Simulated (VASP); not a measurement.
# Pd in VASP: further runs, part 2 of 2

VASP 6.6.1. The steps go on from the part before.

## (3) Single point, rpbe exchange, lyp correlation

This run uses another cell than the first one: it holds 1 atom, not 36.

The input, INCAR:

```
SYSTEM = Pd
PREC = Accurate
ENCUT = 500
EDIFF = 1E-6
ISMEAR = -1
SIGMA = 0.05
LREAL = .FALSE.
LASPH = .TRUE.
NELM = 120
ALGO = Normal
ISIF = 2
LWAVE = .FALSE.
LCHARG = .TRUE.
GGA = LIBXC
LIBXC1 = GGA_X_RPBE
LIBXC2 = GGA_C_LYP
LELF = .TRUE.
LVHAR = .TRUE.
NBANDS = 11
GGA_COMPAT = .FALSE.
```

The input, KPOINTS:

```
Automatic mesh
0
G
  12 12 12
  0 0 0
```

The input, POSCAR:

```
Pd
1.0
    2.7527666992      0.0000000000      0.0000000000
    1.3763833496      2.3839658922      0.0000000000
    1.3763833496      0.7946552974      2.2476245980
Pd
1
Direct
    0.0000000000      0.0000000000      0.0000000000
```

Potentials or basis: VASP PAW PBE potentials, release 64 (Pd).

The run is started by

```
$ cat potpaw_PBE.64/Pd/POTCAR > POTCAR
$ mpirun -np 1 vasp_std > vasp.out
```

OUTCAR:

```text
SYSTEM = Pd
   PREC = Accurate
   ENCUT = 500
   EDIFF = 1E-6
   ISMEAR = -1
   LREAL = .FALSE.
   LASPH = .TRUE.
   NELM = 120
   ISIF = 2
   GGA = LIBXC

 ion  position               nearest neighbor table
   1  0.000  0.000  0.000-

  LATTYP: Found a face centered cubic cell.
 ALAT       =     3.8930000001

  Lattice vectors:

 A1 = (   2.7527666992,   0.0000000000,   0.0000000000)
 A2 = (   1.3763833496,   2.3839658922,   0.0000000000)
[... 515 lines left out ...]
     10      30.4340      0.00000
     11      36.5749      0.00000

 [... further k-points ...]

------------------------ aborting loop because EDIFF is reached ----------------------------------------

  FORCE on cell =-STRESS in cart. coord.  units (eV):
  Direction    XX          YY          ZZ          XY          YZ          ZX
  --------------------------------------------------------------------------------------
  -------------------------------------------------------------------------------------
  Total        2.1097296      2.1097296      2.1097296     -0.0000000      0.0000000      0.0000000
  in kB      229.1628181    229.1628181    229.1628181     -0.0000000      0.0000000      0.0000000
  external PRESSURE =     229.1628181 kB  Pullay stress =       0.0000000 kB

 VOLUME and BASIS-vectors are now :
 -----------------------------------------------------------------------------
  energy-cutoff  :      500.00
  volume of cell :       14.75
      direct lattice vectors                 reciprocal lattice vectors
     2.752766699  0.000000000  0.000000000     0.363270887 -0.209734544 -0.148304719
     1.376383350  2.383965892  0.000000000     0.000000000  0.419469089 -0.148304719
     1.376383350  0.794655297  2.247624598     0.000000000  0.000000000  0.444914156

 POSITION                                       TOTAL-FORCE (eV/Angst)
 -----------------------------------------------------------------------------------
      0.00000      0.00000      0.00000         0.000000     -0.000000      0.000000
 -----------------------------------------------------------------------------------
    total drift:                               -0.000000     -0.000000     -0.000000

  FREE ENERGIE OF THE ION-ELECTRON SYSTEM (eV)
  ---------------------------------------------------
  free  energy   TOTEN  =        -3.8024904655 eV

  energy  without entropy=       -3.7832094833  energy(sigma->0) =       -3.79284997
```

OSZICAR:

```text
N       E                     dE             d eps       ncg     rms          rms(c)
DAV:   1     0.436345999714E+02    0.43635E+02   -0.50606E+03  1616   0.826E+02
DAV:   2    -0.343218920337E+01   -0.47067E+02   -0.45754E+02  1773   0.183E+02
DAV:   3    -0.399194847463E+01   -0.55976E+00   -0.55568E+00  1926   0.212E+01
DAV:   4    -0.399448277812E+01   -0.25343E-02   -0.25340E-02  1915   0.146E+00
DAV:   5    -0.399451159274E+01   -0.28815E-04   -0.28813E-04  2095   0.140E-01    0.714E+00
DAV:   6    -0.381488900045E+01    0.17962E+00   -0.67490E-01  1968   0.675E+00    0.370E+00
DAV:   7    -0.380549444930E+01    0.93946E-02   -0.19230E-02  2074   0.929E-01    0.184E+00
DAV:   8    -0.380249420487E+01    0.30002E-02   -0.13772E-03  1982   0.327E-01    0.567E-02
DAV:   9    -0.380248567797E+01    0.85269E-05   -0.11887E-04  2128   0.933E-02    0.209E-02
DAV:  10    -0.380249103378E+01   -0.53558E-05   -0.11526E-05  1947   0.302E-02    0.621E-03
DAV:  11    -0.380249046553E+01    0.56825E-06   -0.10332E-07  1341   0.299E-03
   1 F= -.38024905E+01 E0= -.37928500E+01  d E =-.192810E-01
```

stdout:

```text
POSCAR found type information on POSCAR Pd
 POSCAR found :  1 types and       1 ions
 scaLAPACK will be used
 -----------------------------------------------------------------------------
|                                                                             |
|                                                                             |
|     You enforced a specific xc type in the INCAR file but a different       |
|     I HOPE YOU KNOW WHAT YOU ARE DOING!                                     |
|                                                                             |
 -----------------------------------------------------------------------------

 LDA part: xc-table for (None,None), standard interpolation
 POSCAR, INCAR and KPOINTS ok, starting setup
 FFT: planning ... GRIDC
 FFT: planning ... GRID_SOFT
 FFT: planning ... GRID
 WAVECAR not read
 entering main loop
```

It took 9.4 s on 1 thread of AMD EPYC 7R43 (Zen 3), shared host; peak memory 0.09 GiB.

What came out:

| Item | Value |
| --- | --- |
| Free energy | -3.8025 eV |
| Pressure | 22.9 GPa |
| Band gap on the k mesh | zero (bands 5 and 6 overlap by 1.60 eV) |

Levels at points of the mesh, in eV from the Fermi level:
| k point | band 1 | band 2 | band 3 | band 4 | band 5 | band 6 | band 7 | band 8 | band 9 | band 10 |
| --- | --- | --- | --- | --- | --- | --- | --- | --- | --- | --- |
| (0.00, 0.00, 0.00) | -6.92 | -2.81 | -2.81 | -2.81 | -1.22 | -1.22 | 17.52 | 22.17 | 22.17 | 22.17 |
| (0.50, 0.00, 0.00) | -5.20 | -2.86 | -2.86 | -0.01 | -0.01 | 1.31 | 7.40 | 16.91 | 21.22 | 21.22 |
| (0.50, 0.50, 0.00) | -5.30 | -5.04 | -0.05 | 0.31 | 0.31 | 3.60 | 10.89 | 13.38 | 13.38 | 21.83 |

Caveat: the cell stands under pressure; the PAW data sets were made with another functional, which shifts forces and pressure a little.
